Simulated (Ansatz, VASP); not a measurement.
Two plane-wave programs on Mn

```
CELL_PARAMETERS angstrom
0.00000 2.65312 2.65312
2.65312 0.00000 2.65312
2.65312 2.65312 0.00000
ATOMIC_POSITIONS crystal
Mn 0.12500 0.12500 0.12500
Mn 0.87500 0.87500 0.87500
```

Alike in both runs: functional RPBE; k mesh 11 × 11 × 11; occupations fermi-dirac, width 0.05 eV; collinear spin.

Ansatz relaxed the structure, and its values are those at the end. VASP's run is a single point on that final structure, the one shown.

|  | VASP | Ansatz |
| --- | --- | --- |
| version | VASP 6.6.1 | Ansatz 0.2.0 |
| potentials or method | VASP PAW PBE potentials, release 64 (Mn_pv), cutoff 520 eV | plane waves (420 eV) with PAW, scalar-relativistic |
| valence electrons in the cell | 26 | 30 |

```tsv
	VASP	Ansatz	Ansatz less VASP
pressure (GPa)	0.3	0.0	-0.31
net moment per atom (μB)	0.00	0.00	0.000
size of the moment on the site where the two differ most (μB)	2.80	2.62	-0.181
```

VASP's potentials were made for PBE, not for RPBE. Site moments also hang on the region over which each program counts them. VASP's potentials hold 26 valence electrons a cell and Ansatz's 30, so a difference there can come from the potentials and not from the codes.
